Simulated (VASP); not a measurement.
# Ti (I4/mmm) in VASP: further runs

The runs below take Ti through single point, with PBEsol.

Program: VASP 6.6.1. These are calculated values, not measurements. Logs are shortened: lines on timing, memory, paths and dates and some standing lists are left out, and cuts for length are marked.

### 1 The cell of the first run

Symmetry: I4/mmm, No. 139, tetragonal system. The conventional cell has a = 2.558 Å, b = 2.558 Å, c = 5.115 Å, α = 90.00°, β = 90.00°, γ = 90.00°. Ti (site symmetry 4/mmm) has 12 Ti at 2.56 to 3.13 Å within 3.4 Å.

### 2 Single point, PBEsol

File INCAR:

```
PREC = Accurate ; ENCUT = 520
EDIFF = 1E-6 ; ISMEAR = 0
SIGMA = 0.15 ; LREAL = False
LASPH = True ; NELM = 80
ALGO = Fast ; ISIF = 2
LWAVE = False ; LCHARG = True
GGA = PS ; LELF = True
LVHAR = True ; NBANDS = 12
```

File KPOINTS:

```
Automatic mesh
0
Gamma
  22 22 22
```

File POSCAR:

```
Ti
1.0
    0.0000000000      1.8086154429      2.5573822363
    1.8086154429      0.0000000000      2.5573822363
    1.8086154429      1.8086154429      0.0000000000
Ti
1
Direct
    0.0000000000      0.0000000000      0.0000000000
```

Potentials or basis: VASP PAW PBE potentials, release 64 (Ti_sv).

Command:

```sh
$ cat potpaw_PBE.64/Ti_sv/POTCAR > POTCAR
$ mpirun -np 1 vasp_std > vasp.out
```

OUTCAR:

```text
PREC = Accurate
   ENCUT = 520
   EDIFF = 1E-6
   ISMEAR = 0
   LREAL = False
   LASPH = True
   NELM = 80
   ISIF = 2
   GGA = PS

 ion  position               nearest neighbor table
   1  0.000  0.000  0.000-

  LATTYP: Found a body centered tetragonal cell.
 ALAT       =     2.5577684885
 C/A-ratio  =     1.9996979772

  Lattice vectors:

 A1 = (  -1.8086154429,   0.0000000000,   2.5573822363)
 A2 = (   1.8086154429,   0.0000000000,   2.5573822363)
 A3 = (   0.0000000000,   1.8086154429,  -2.5573822363)

Analysis of symmetry for initial positions (statically):
=====================================================================
 Subroutine PRICEL returns:
 Original cell was already a primitive cell.

 Routine SETGRP: Setting up the symmetry group for a
 body centered tetragonal supercell.

 Subroutine GETGRP returns: Found 16 space group operations
 (whereof 16 operations were pure point group operations)
 out of a pool of 16 trial point group operations.

The static configuration has the point symmetry D_4h.

Analysis of symmetry for dynamics (positions and initial velocities):
=====================================================================
 Subroutine PRICEL returns:
 Original cell was already a primitive cell.

 Routine SETGRP: Setting up the symmetry group for a
 body centered tetragonal supercell.

 Subroutine GETGRP returns: Found 16 space group operations
 (whereof 16 operations were pure point group operations)
 out of a pool of 16 trial point group operations.

The dynamic configuration has the point symmetry D_4h.

 Subroutine INISYM returns: Found 16 space group operations
 (whereof 16 operations are pure point group operations),
 and found     1 'primitive' translations

----------------------------------------------------------------------------------------

                                     Primitive cell

  volume of cell :      16.7309

  direct lattice vectors                    reciprocal lattice vectors
     0.000000000  1.808615443  2.557382236    -0.276454567  0.276454567  0.195512424
     1.808615443  0.000000000  2.557382236     0.276454567 -0.276454567  0.195512424
     1.808615443  1.808615443  0.000000000     0.276454567  0.276454567 -0.195512424

  length of vectors
     3.132298473  3.132298473  2.557768488     0.437126256  0.437126256  0.437126256

  position of ions in fractional coordinates (direct lattice)
     0.000000000  0.000000000  0.000000000

  ion indices of the primitive-cell ions
   primitive index   ion index
                 1           1

[... 78 lines left out ...]
   ISYM   =      2    0-nonsym 1-usesym 2-fastsym
   POTIM  = 0.5000    time-step for ionic-motion
   TEBEG  =    0.0;   TEEND  =   0.0 temperature during run
   PSTRESS=    0.0 pullay stress
   NELECT =      12.0000    total number of electrons
   NUPDOWN=      -1.0000    fix difference up-down
   EMIN   =  10.00;   EMAX   =-10.00  energy-range for DOS
   EFERMI =   0.00;   METHOD = LEGACY
   ISMEAR =     0;   SIGMA  =   0.15  broadening in eV -4-tet -1-fermi 0-gaus
   EFERMI_NEDOS =   21; number of points for ismear=-14 and -15
   IALGO  =     68    algorithm
   IMIX   =      4    mixing-type and parameters
     AMIX     =   0.40;   BMIX     =  1.00
     AMIX_MAG =   1.60;   BMIX_MAG =  1.00
  volume/ion in A,a.u.               =      16.73       112.91
  Fermi-wavevector in a.u.,A,eV,Ry     =   1.465421  2.769245 29.217967  2.147460
  Thomas-Fermi vector in A             =   2.581280
   LORBIT       =      0    0 simple, 1 ext, 2 COOP (PROOUT), +10 PAW based schemes
   GGA     = PS    functional components
   LHFCALC =     F    Hartree Fock is set to
   AEXX    =    0.0000 exact exchange contribution
   IVDW    =     0    specifies the selected vdW correction
   LEPSILON=     F    determine dielectric tensor
   LRPA    =     F    only Hartree local field effects (RPA)
 non-spin polarized calculation
 RMM-DIIS sequential band-by-band and
 Gauss-broadening in eV      SIGMA  =   0.15
  energy-cutoff  :      520.00
  volume of cell :       16.73
 maximum number of plane-waves:       482
   NGX = 11   NGY = 11   NGZ =  9

 number of electron      12.0000000 magnetization

 Free energy of the ion-electron system (eV)
  ---------------------------------------------------
  ext. energy  EPLUGINS =         0.00000000
  ---------------------------------------------------
  free energy    TOTEN  =        -8.14824439 eV

  energy without entropy =       -8.13006386  energy(sigma->0) =       -8.13915413

 E-fermi :   8.2700     XC(G=0): -11.7795

 val. band max:        8.2672853565   @ k =   0.3636   0.0455   0.2727
 cond. band min:       8.2704203472   @ k =   0.5000   0.0000   0.1364
 fundamental gap:      0.0031349907
 Fermi energy:         8.2699622158

 k-point     1 :       0.0000    0.0000    0.0000
  band No.  band energies     occupation
      1     -47.9519      2.00000
      2     -23.9601      2.00000
      3     -23.6666      2.00000
      4     -23.6666      2.00000
      5       2.3892      2.00000
      6       7.6116      2.00000
      7       8.7435      0.00001
      8      10.8577      0.00000
      9      10.8577      0.00000
     10      12.5895      0.00000
     11      23.3014      0.00000
     12      25.7322      0.00000
[... 331 lines left out ...]
 k-point    24 :      -0.4545    0.0455    0.0000
  band No.  band energies     occupation
      1     -47.7450      2.00000
      2     -24.8156      2.00000
      3     -24.0266      2.00000
      4     -23.5974      2.00000
      5       5.9578      2.00000
      6       8.0620      1.95004
      7       9.4639      0.00000
      8      10.5823      0.00000
      9      12.0835      0.00000
     10      12.3766      0.00000
     11      17.6445      0.00000
     12      20.5234      0.00000

 [... further k-points ...]
[... 5 lines left out ...]
  --------------------------------------------------------------------------------------
  -------------------------------------------------------------------------------------
  Total        0.2897711      0.2897711     -1.2900103      0.0000000     -0.0000000      0.0000000
  in kB       27.7490123     27.7490123   -123.5337596      0.0000000     -0.0000000      0.0000000
  external PRESSURE =     -22.6785783 kB  Pullay stress =       0.0000000 kB

 VOLUME and BASIS-vectors are now :
 -----------------------------------------------------------------------------
  energy-cutoff  :      520.00
  volume of cell :       16.73
      direct lattice vectors                 reciprocal lattice vectors
     0.000000000  1.808615443  2.557382236    -0.276454567  0.276454567  0.195512424
     1.808615443  0.000000000  2.557382236     0.276454567 -0.276454567  0.195512424
     1.808615443  1.808615443  0.000000000     0.276454567  0.276454567 -0.195512424

 POSITION                                       TOTAL-FORCE (eV/Angst)
 -----------------------------------------------------------------------------------
      0.00000      0.00000      0.00000         0.000000     -0.000000      0.000000
 -----------------------------------------------------------------------------------
    total drift:                                0.000000      0.000000      0.000000

  FREE ENERGIE OF THE ION-ELECTRON SYSTEM (eV)
  ---------------------------------------------------
  free  energy   TOTEN  =        -8.1482443872 eV

  energy  without entropy=       -8.1300638645  energy(sigma->0) =       -8.13915413
```

Wall time 78 s (1 thread of Intel Xeon 6975P-C (Granite Rapids), shared host); peak memory 0.27 GiB.

What came out:

| Property | Result |
| --- | --- |
| Free energy | -8.1482 eV |
| Pressure | -2.3 GPa |
| Band gap on the k mesh | zero (band 6 reaches 9.10 eV, above the bottom of band 7 at 7.55 eV) |

Caveat: the PAW data sets were made with another functional, which shifts forces and pressure a little.

### 3 Single point, PBEsol

This run uses another cell than the first one, of the same volume but with other edges.

File INCAR:

```
PREC = Accurate ; ENCUT = 520
EDIFF = 1E-7 ; ISMEAR = 0
SIGMA = 0.15 ; LREAL = F
LASPH = T ; NELM = 80
ALGO = Fast ; ISIF = 2
LWAVE = F ; LCHARG = F
GGA = PS ; NBANDS = 12
```

KPOINTS is that of step 2.

File POSCAR:

```
Ti
1.0
    0.0000000000      2.1430043997      1.8215537398
    2.1430043997      0.0000000000      1.8215537398
    2.1430043997      2.1430043997      0.0000000000
Ti
1
Direct
    0.0000000000      0.0000000000      0.0000000000
```

Potentials or basis: VASP PAW PBE potentials, release 64 (Ti_sv).

Command:

```sh
$ cat potpaw_PBE.64/Ti_sv/POTCAR > POTCAR
$ mpirun -np 1 vasp_std > vasp.out
```

Run time: 2 min. Hardware: 1 thread of Intel Xeon 6975P-C (Granite Rapids), shared host; peak memory 0.27 GiB.

It converged, with:

- Free energy: -8.2680 eV
- Pressure: -0.8 GPa
- Band gap on the k mesh: zero (band 6 reaches 9.43 eV, above the bottom of band 7 at 7.79 eV)

Stress tensor (GPa, compression positive):
```
-1.89  0.00  0.00
 0.00 -1.89  0.00
 0.00  0.00  1.25
```

Levels at points of the mesh, in eV from the Fermi level:
| k point | band 2 | band 3 | band 4 | band 5 | band 6 | band 7 | band 8 | band 9 | band 10 | band 11 |
| --- | --- | --- | --- | --- | --- | --- | --- | --- | --- | --- |
| (0.00, 0.00, 0.00) | -32.26 | -32.26 | -32.25 | -6.12 | 0.71 | 0.71 | 1.85 | 1.85 | 3.13 | 15.98 |
| (0.50, 0.00, 0.00) | -33.03 | -32.44 | -32.27 | -2.63 | 0.11 | 0.88 | 1.70 | 3.45 | 4.14 | 8.74 |
| (0.50, 0.50, 0.00) | -32.92 | -32.66 | -32.66 | -2.56 | -2.03 | 3.82 | 4.11 | 4.11 | 5.37 | 10.41 |
| (0.50, 0.00, 0.50) | -32.99 | -32.54 | -32.37 | -2.67 | -1.42 | 2.12 | 3.58 | 3.62 | 4.41 | 10.09 |

Caveat: the PAW data sets were made with another functional, which shifts forces and pressure a little.
